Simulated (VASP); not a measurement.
# Fe: single point with BLYP

Fe:

```xyz
1
Lattice="-1.4748 1.4748 1.4748 1.4748 -1.4748 1.4748 1.4748 1.4748 -1.4748" Properties=species:S:1:pos:R:3 pbc="T T T"
Fe    0.0000    0.0000    0.0000
```

This cell differs from its parent crystal: volume scaled by 1.08.

- Program: VASP 6.6.1
- Task: single point
- Functional: BLYP
- Potentials or basis: VASP PAW PBE potentials, release 64 (Fe)
- Cutoff: 520 eV
- k mesh: 25 × 25 × 25
- Occupations: fermi-dirac, width 0.05 eV
- Spin: collinear spin, ferromagnetic start
- Starting moments: [2.267] μB
- Dipole correction: no
- Further INCAR settings: ALGO = Normal; EDIFF = 1e-07; NBANDS = 14

* Pressure: -9.2 GPa
* Net moment: 2.41 μB per cell
* Site moments: Fe +2.42 μB
* Valence electrons inside the program's atomic spheres: Fe 7.09

Levels at points of the mesh, in eV from the Fermi level:
Spin up:
```csv
k point,band 3,band 4,band 5,band 6,band 7,band 8
"(0.00, 0.00, 0.00)",-2.10,-2.10,-1.05,-1.05,24.14,24.14
```
Spin down:
```csv
k point,band 1,band 2,band 3,band 4,band 5,band 6,band 7,band 8
"(0.00, 0.00, 0.00)",-7.41,-0.04,-0.03,-0.03,1.74,1.74,23.88,23.88
```

Run time: 94 s on 1 thread of Intel(R) Xeon(R) 6975P-C (Granite Rapids), on a shared host, peak memory 0.23 GiB.

Caveat: the PAW data sets were made with another functional, which shifts forces and pressure a little.
